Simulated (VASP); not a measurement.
# YVC4N4 (P4/mmm) in VASP: single point with PBE

Aim: the single point of YVC4N4 with PBE.

Program: VASP 6.6.1. These are calculated values, not measurements. Logs are shortened: lines on timing, memory, paths and dates and some standing lists are left out, and cuts for length are marked.

## (1) The cell of the first run

Symmetry: P4/mmm, No. 123, tetragonal system. Conventional cell: a = 7.986 Å, b = 7.986 Å, c = 3.721 Å, α = 90.00°, β = 90.00°, γ = 90.00°. Y (site symmetry 4/mmm) has 4 C at 2.46 Å within 3.2 Å. V (site symmetry 4/mmm) has 4 N at 2.02 Å within 2.7 Å. C (site symmetry m2m) has 1 N at 1.17 Å within 1.6 Å. N (site symmetry m2m) has 1 C at 1.17 Å within 1.6 Å.

## (2) Single point, PBE, collinear spin, ferromagnetic start

The input, INCAR:

```
SYSTEM = YVC4N4
  PREC = Accurate
  ENCUT = 520
  EDIFF = 1E-6
  ISMEAR = 0
  SIGMA = 0.1
  LREAL = .FALSE.
  LASPH = .TRUE.
  NELM = 150
  ALGO = Normal
  ISIF = 2
  LWAVE = .FALSE.
  LCHARG = .FALSE.
  ISPIN = 2
  MAGMOM = 0 2.1 0 0 0 0 0 0 0 0
  LORBIT = 11
  LMAXMIX = 4
  GGA = PE
  NBANDS = 45
```

The input, KPOINTS:

```
Automatic mesh
0
G
  2 2 6
  0 0 0
```

The input, POSCAR:

```
YVC4N4
1.0
    7.9856862608      0.0000000000      0.0000000000
    0.0000000000      7.9856862608      0.0000000000
    0.0000000000      0.0000000000      3.7206816831
Y V C N
1 1 4 4
Direct
    0.0000000000      0.0000000000      0.0000000000
    0.5000000000      0.5000000000      0.0000000000
    0.2175132397      0.7824867603      0.0000000000
    0.7824867603      0.2175132397      0.0000000000
    0.2175132397      0.2175132397      0.0000000000
    0.7824867603      0.7824867603      0.0000000000
    0.3213718627      0.6786281373      0.0000000000
    0.6786281373      0.3213718627      0.0000000000
    0.3213718627      0.3213718627      0.0000000000
    0.6786281373      0.6786281373      0.0000000000
```

Potentials or basis: VASP PAW PBE potentials, release 64 (Y_sv, V_sv, C, N).

The run is started by

```
$ cat potpaw_PBE.64/Y_sv/POTCAR potpaw_PBE.64/V_sv/POTCAR potpaw_PBE.64/C/POTCAR potpaw_PBE.64/N/POTCAR > POTCAR
$ mpirun -np 1 vasp_std > vasp.out
```

OUTCAR:

```text
SYSTEM = YVC4N4
   PREC = Accurate
   ENCUT = 520
   EDIFF = 1E-6
   ISMEAR = 0
   LREAL = .FALSE.
   LASPH = .TRUE.
   NELM = 150
   ISIF = 2
   ISPIN = 2
   LORBIT = 11
   GGA = PE

 ion  position               nearest neighbor table
   1  0.000  0.000  0.000-   3 2.46   4 2.46   5 2.46   6 2.46
   2  0.500  0.500  0.000-   7 2.02   8 2.02   9 2.02  10 2.02
   3  0.218  0.782  0.000-   7 1.17   1 2.46
   4  0.782  0.218  0.000-   8 1.17   1 2.46
   5  0.218  0.218  0.000-   9 1.17   1 2.46
   6  0.782  0.782  0.000-  10 1.17   1 2.46
   7  0.321  0.679  0.000-   3 1.17   2 2.02
   8  0.679  0.321  0.000-   4 1.17   2 2.02
   9  0.321  0.321  0.000-   5 1.17   2 2.02
  10  0.679  0.679  0.000-   6 1.17   2 2.02

  LATTYP: Found a simple tetragonal cell.
 ALAT       =     7.9856862608
 C/A-ratio  =     0.4659188405

  Lattice vectors:

 A1 = (   7.9856862608,   0.0000000000,   0.0000000000)
 A2 = (   0.0000000000,   7.9856862608,   0.0000000000)
 A3 = (   0.0000000000,   0.0000000000,   3.7206816831)

Analysis of symmetry for initial positions (statically):
=====================================================================
 Subroutine PRICEL returns:
 Original cell was already a primitive cell.

 Routine SETGRP: Setting up the symmetry group for a
 simple tetragonal supercell.

 Subroutine GETGRP returns: Found 16 space group operations
 (whereof 16 operations were pure point group operations)
 out of a pool of 16 trial point group operations.

The static configuration has the point symmetry D_4h.

Analysis of symmetry for dynamics (positions and initial velocities):
=====================================================================
 Subroutine PRICEL returns:
 Original cell was already a primitive cell.

 Routine SETGRP: Setting up the symmetry group for a
 simple tetragonal supercell.

 Subroutine GETGRP returns: Found 16 space group operations
 (whereof 16 operations were pure point group operations)
 out of a pool of 16 trial point group operations.

The dynamic configuration has the point symmetry D_4h.

Analysis of structural, dynamic, and magnetic symmetry:
=====================================================================
 Subroutine PRICEL returns:
 Original cell was already a primitive cell.

 Routine SETGRP: Setting up the symmetry group for a
 simple tetragonal supercell.

 Subroutine GETGRP returns: Found 16 space group operations
 (whereof 16 operations were pure point group operations)
 out of a pool of 16 trial point group operations.

The overall configuration has the point symmetry D_4h.

 Subroutine INISYM returns: Found 16 space group operations
 (whereof 16 operations are pure point group operations),
 and found     1 'primitive' translations

----------------------------------------------------------------------------------------

                                     Primitive cell

  volume of cell :     237.2723

  direct lattice vectors                    reciprocal lattice vectors
     7.985686261  0.000000000  0.000000000     0.125224053  0.000000000  0.000000000
     0.000000000  7.985686261  0.000000000     0.000000000  0.125224053  0.000000000
     0.000000000  0.000000000  3.720681683     0.000000000  0.000000000  0.268767953

  length of vectors
     7.985686261  7.985686261  3.720681683     0.125224053  0.125224053  0.268767953

  position of ions in fractional coordinates (direct lattice)
     0.000000000  0.000000000  0.000000000
     0.500000000  0.500000000  0.000000000
     0.217513240  0.782486760  0.000000000
     0.782486760  0.217513240  0.000000000
     0.217513240  0.217513240  0.000000000
     0.782486760  0.782486760  0.000000000
     0.321371863  0.678628137  0.000000000
     0.678628137  0.321371863  0.000000000
[... 62 lines left out ...]
   NGX,Y,Z   is equivalent  to a cutoff of  12.49, 12.49, 12.51 a.u.
   NGXF,Y,Z  is equivalent  to a cutoff of  24.98, 24.98, 25.02 a.u.
 SYSTEM =  YVC4N4
   PREC   = accura    normal or accurate (medium, high low for compatibility)
   ISTART =      0    job   : 0-new  1-cont  2-samecut
   ICHARG =      2    charge: 1-file 2-atom 10-const
   ISPIN  =      2    spin polarized calculation?
   LNONCOLLINEAR =      F non collinear calculations
   LSORBIT =      F    spin-orbit coupling
   LASPH  =      T    aspherical Exc in radial PAW
   ENCUT  =  520.0 eV  38.22 Ry    6.18 a.u.  14.85 14.85  6.92*2*pi/ulx,y,z
   NELM   =    150;   NELMIN=  2; NELMDL= -5     # of ELM steps
   EDIFF  = 0.1E-05   stopping-criterion for ELM
   LREAL  =      F    real-space projection
   EDIFFG = 0.1E-04   stopping-criterion for IOM
   NSW    =      0    number of steps for IOM
   IBRION =     -1    ionic relax: 0-MD 1-quasi-New 2-CG
   NFREE  =      0    steps in history (QN), initial steepest desc. (CG)
   ISIF   =      2    stress and relaxation
   ISYM   =      2    0-nonsym 1-usesym 2-fastsym
   POTIM  = 0.5000    time-step for ionic-motion
   TEBEG  =    0.0;   TEEND  =   0.0 temperature during run
   PSTRESS=    0.0 pullay stress
   NELECT =      60.0000    total number of electrons
   NUPDOWN=      -1.0000    fix difference up-down
   EMIN   =  10.00;   EMAX   =-10.00  energy-range for DOS
   EFERMI =   0.00;   METHOD = LEGACY
   ISMEAR =     0;   SIGMA  =   0.10  broadening in eV -4-tet -1-fermi 0-gaus
   EFERMI_NEDOS =   21; number of points for ismear=-14 and -15
   IALGO  =     38    algorithm
   IMIX   =      4    mixing-type and parameters
     AMIX     =   0.40;   BMIX     =  1.00
     AMIX_MAG =   1.60;   BMIX_MAG =  1.00
  volume/ion in A,a.u.               =      23.73       160.12
  Fermi-wavevector in a.u.,A,eV,Ry     =   1.035244  1.956328 14.581787  1.071731
  Thomas-Fermi vector in A             =   2.169578
   LORBIT       =     11    0 simple, 1 ext, 2 COOP (PROOUT), +10 PAW based schemes
   GGA     = PE    functional components
   LHFCALC =     F    Hartree Fock is set to
   AEXX    =    0.0000 exact exchange contribution
   IVDW    =     0    specifies the selected vdW correction
   LEPSILON=     F    determine dielectric tensor
   LRPA    =     F    only Hartree local field effects (RPA)
 spin polarized calculation
 Gauss-broadening in eV      SIGMA  =   0.10
  energy-cutoff  :      520.00
  volume of cell :      237.27
 maximum number of plane-waves:      6408
 NGX is ok and might be reduce to    60
   NGX = 29   NGY = 29   NGZ = 13

 number of electron      60.0000009 magnetization       2.9994146

 Free energy of the ion-electron system (eV)
  ---------------------------------------------------
  ext. energy  EPLUGINS =         0.00000000
  ---------------------------------------------------
  free energy    TOTEN  =       -83.69088262 eV

  energy without entropy =      -83.66553640  energy(sigma->0) =      -83.67820951

 E-fermi :  -0.2368     XC(G=0):  -6.8799

 val. band max:       -0.2505858389   @ k =   0.5000   0.5000   0.1667
 cond. band min:      -0.2273823988   @ k =   0.5000   0.5000   0.3333
 fundamental gap:      0.0232034401
 Fermi energy:        -0.2367504715

 spin component 1

 k-point     1 :       0.0000    0.0000    0.0000
  band No.  band energies     occupation
      1     -65.1266      1.00000
      2     -43.2873      1.00000
      3     -39.0909      1.00000
      4     -38.9700      1.00000
      5     -38.9700      1.00000
      6     -23.2663      1.00000
[... 529 lines left out ...]
     41       4.7179      0.00000
     42       4.9393      0.00000
 Fermi energy:        -0.2367504715

 spin component 2

 k-point     1 :       0.0000    0.0000    0.0000
  band No.  band energies     occupation
      1     -62.7334      1.00000
      2     -43.3339      1.00000
      3     -36.7435      1.00000
      4     -36.7434      1.00000
      5     -36.4183      1.00000
      6     -23.3523      1.00000
[... 529 lines left out ...]
     41       4.7138      0.00000
     42       5.2836      0.00000
 [bands above 42 left out]

------------------------ aborting loop because EDIFF is reached ----------------------------------------

  FORCE on cell =-STRESS in cart. coord.  units (eV):
  Direction    XX          YY          ZZ          XY          YZ          ZX
  --------------------------------------------------------------------------------------
  -------------------------------------------------------------------------------------
  Total        1.4443177      1.4443177      0.4162551      0.0000000      0.0000000     -0.0000000
  in kB        9.7527323      9.7527323      2.8107557      0.0000000      0.0000000     -0.0000000
  external PRESSURE =       7.4387401 kB  Pullay stress =       0.0000000 kB

 VOLUME and BASIS-vectors are now :
 -----------------------------------------------------------------------------
  energy-cutoff  :      520.00
  volume of cell :      237.27
      direct lattice vectors                 reciprocal lattice vectors
     7.985686261  0.000000000  0.000000000     0.125224053  0.000000000  0.000000000
     0.000000000  7.985686261  0.000000000     0.000000000  0.125224053  0.000000000
     0.000000000  0.000000000  3.720681683     0.000000000  0.000000000  0.268767953

 POSITION                                       TOTAL-FORCE (eV/Angst)
 -----------------------------------------------------------------------------------
      0.00000      0.00000      0.00000         0.000000     -0.000000      0.000000
      3.99284      3.99284      0.00000         0.000000     -0.000000      0.000000
      1.73699      6.24869      0.00000        -0.167115      0.167115     -0.000000
      6.24869      1.73699      0.00000         0.167115     -0.167115      0.000000
      1.73699      1.73699      0.00000        -0.167115     -0.167115      0.000000
      6.24869      6.24869      0.00000         0.167115      0.167115     -0.000000
      2.56637      5.41931      0.00000         0.188688     -0.188688     -0.000000
      5.41931      2.56637      0.00000        -0.188688      0.188688      0.000000
      2.56637      2.56637      0.00000         0.188688      0.188688      0.000000
      5.41931      5.41931      0.00000        -0.188688     -0.188688      0.000000
 -----------------------------------------------------------------------------------
    total drift:                               -0.000000      0.000000     -0.000000

  FREE ENERGIE OF THE ION-ELECTRON SYSTEM (eV)
  ---------------------------------------------------
  free  energy   TOTEN  =       -83.6908826157 eV

  energy  without entropy=      -83.6655364050  energy(sigma->0) =      -83.67820951

 total charge

# of ion       s       p       d       f       tot
--------------------------------------------------
    1        2.209   6.366   0.846   0.053   9.473
    2        2.208   6.184   3.032   0.000  11.425
    3        0.968   1.614   0.000   0.000   2.581
    4        0.968   1.614   0.000   0.000   2.581
    5        0.968   1.614   0.000   0.000   2.581
    6        0.968   1.614   0.000   0.000   2.581
    7        1.310   2.589   0.000   0.000   3.899
    8        1.310   2.589   0.000   0.000   3.899
    9        1.310   2.589   0.000   0.000   3.899
   10        1.310   2.589   0.000   0.000   3.899
--------------------------------------------------
tot         13.528  29.362   3.878   0.053  46.821

 magnetization (x)

# of ion       s       p       d       f       tot
--------------------------------------------------
    1       -0.027  -0.016  -0.079   0.001  -0.121
    2        0.040   0.020   2.373   0.000   2.433
    3        0.002   0.063   0.000   0.000   0.066
    4        0.002   0.063   0.000   0.000   0.066
    5        0.002   0.063   0.000   0.000   0.066
    6        0.002   0.063   0.000   0.000   0.066
    7       -0.006  -0.044   0.000   0.000  -0.050
    8       -0.006  -0.044   0.000   0.000  -0.050
    9       -0.006  -0.044   0.000   0.000  -0.050
   10       -0.006  -0.044   0.000   0.000  -0.050
--------------------------------------------------
tot         -0.002   0.083   2.294   0.001   2.376
```

Run time: 3.9 min. Hardware: 1 thread of Intel Xeon 6975P-C (Granite Rapids), shared host; peak memory 0.51 GiB.

Results:

```
Free energy                                           : -83.6909 eV
Pressure                                              : 0.7 GPa
Largest force                                         : 0.267 eV/Å
Net moment                                            : 3.00 μB per cell
Site moments                                          : Y -0.12; V +2.43; C +0.07; N -0.05 μB
Valence electrons inside the program's atomic spheres : Y 9.47; V 11.43; C 2.58; N 3.90
```

Forces in eV/Å, atoms in the order of the input:
```
Y    0.000  0.000  0.000
V    0.000  0.000  0.000
C   -0.167  0.167  0.000
C    0.167 -0.167  0.000
C   -0.167 -0.167  0.000
C    0.167  0.167  0.000
N    0.189 -0.189  0.000
N   -0.189  0.189  0.000
N    0.189  0.189  0.000
N   -0.189 -0.189  0.000
```

Caveat: the k points lie up to 0.39 Å⁻¹ apart. With open d or f shells a metallic result of PBE can be an artefact of self-interaction; +U or a hybrid may open a gap.
